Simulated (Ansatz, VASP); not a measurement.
C: VASP beside Ansatz

```
CELL_PARAMETERS angstrom
2.53880 0.00000 0.00000
-1.26940 2.19867 0.00000
0.00000 0.00000 8.29165
ATOMIC_POSITIONS crystal
C 0.66667 0.33333 0.84375
C 0.33333 0.66667 0.34375
C 0.66667 0.33333 0.65625
C 0.33333 0.66667 0.15625
C 0.00000 0.00000 0.90625
C 0.00000 0.00000 0.40625
C 0.00000 0.00000 0.59375
C 0.00000 0.00000 0.09375
```

Alike in both runs: task single point; functional PBE; k mesh 12 × 12 × 4; occupations fermi-dirac, width 0.05 eV; no spin polarisation.

|  | VASP | Ansatz |
| --- | --- | --- |
| version | VASP 6.6.1 | Ansatz 0.2.0 |
| potentials or method | VASP PAW PBE potentials, release 64 (C) | PseudoDojo standard (PBE files) |
| plane-wave cutoff (eV) | 520 | 1116 |
| valence electrons in the cell | 32 | 32 |

|  | VASP | Ansatz | Ansatz less VASP |
| --- | --- | --- | --- |
| gap on the k mesh at the Fermi level (eV) | 4.37 | 4.42 | +0.059 |
| least direct gap on the mesh (eV) | 5.14 | 5.18 | +0.036 |
| pressure (GPa) | -5.6 | -5.8 | -0.25 |
| traceless stress, the component that is largest in VASP (GPa) | 7.78 | 7.78 | -0.004 |
| rms of the force components (eV/Å) | 0.181 | 0.180 | -0.0005 |

Atom by atom the forces differ by 0.001 eV/Å (rms over components). With one functional, cell and mesh, what is left measures potentials, basis and numerics.
